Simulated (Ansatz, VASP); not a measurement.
## Ge: VASP beside Ansatz

```
Ge
1.0
    -3.60298    3.60298    2.15459
     3.60298   -3.60298    2.15459
     3.60298    3.60298   -2.15459
Ge
6
Direct
  0.50000 0.50000 0.00000
  0.25000 0.75000 0.50000
  0.82518 0.62500 0.70018
  0.92482 0.12500 0.29982
  0.37500 0.17482 0.29982
  0.87500 0.07518 0.70018
```

Alike in both runs: task single point; functional PBE; k mesh 6 × 6 × 6; occupations gaussian, width 0.1 eV; no spin polarisation.

|  | VASP | Ansatz |
| --- | --- | --- |
| version | VASP 6.6.1 | Ansatz 0.2.0 |
| potentials or method | VASP PAW PBE potentials, release 64 (Ge_d), cutoff 520 eV | scalar-relativistic, plane waves, PAW |
| valence electrons in the cell | 84 | 84 |

```csv
,VASP,Ansatz,Ansatz less VASP
gap on the k mesh at the Fermi level (eV),none,none,-
pressure (GPa),18.1,18.1,+0.03
"traceless stress, the component that is largest in VASP (GPa)",-1.65,-1.65,-0.004
rms of the force components (eV/Å),0.960,0.962,+0.0020
```

Atom by atom the forces differ by 0.002 eV/Å (rms over components). A gap of «none» marks a metal or a gap that the smearing closes.
